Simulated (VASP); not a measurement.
## SnPPt2: single point with PBE

The system is SnPPt2.

```xyz
8
Lattice="1.7874 3.0958 0.0000 -1.7874 3.0958 0.0000 0.0000 0.0000 13.3011" Properties=species:S:1:pos:R:3 pbc="T T T"
Sn    0.0000    0.0000    0.0000
Sn    0.0000    0.0000    6.6506
P     0.0000    2.0639    3.3253
P     0.0000    4.1278    9.9758
Pt    0.0000    2.0639    8.6230
Pt    0.0000    4.1278    1.9725
Pt    0.0000    2.0639   11.3286
Pt    0.0000    4.1278    4.6781
```

```yaml
Program: VASP 6.6.1
Task: single point
Functional: PBE
Potentials_or_basis: VASP PAW PBE potentials, release 64 (Sn_d, P, Pt)
Cutoff: 520 eV
k_mesh: 5 × 5 × 2
Occupations: fermi-dirac, width 0.1269 eV
Spin: no spin polarisation
Dipole_correction: no
Further_INCAR_settings: ALGO = Normal; EDIFF = 1e-07; NBANDS = 49
```

```
Pressure               : -0.1 GPa
Largest force          : 0.004 eV/Å
Band gap on the k mesh : zero (band 39 reaches 11.67 eV, above the bottom of band 40 at 8.48 eV)
```

Forces in eV/Å, atoms in the order of the input:
```
Sn   0.000  0.000  0.000
Sn   0.000  0.000  0.000
P    0.000  0.000  0.000
P    0.000  0.000  0.000
Pt   0.000  0.000  0.004
Pt   0.000  0.000  0.004
Pt   0.000  0.000 -0.004
Pt   0.000  0.000 -0.004
```

Levels at points of the mesh, in eV from the Fermi level:
```csv
k point,band 37,band 38,band 39,band 40,band 41,band 42
"(0.00, 0.00, 0.00)",0.12,1.03,1.90,1.90,2.39,2.39
"(0.00, 0.00, 0.50)",0.42,0.42,2.14,2.14,2.14,2.14
```

It took 2.2 min on 1 thread of AMD EPYC 7R13 Processor (Zen 3), on a shared host, peak memory 0.25 GiB.

Caveat: the k points lie up to 0.41 Å⁻¹ apart; spin-orbit coupling is left out, which moves the levels of the heavy elements.
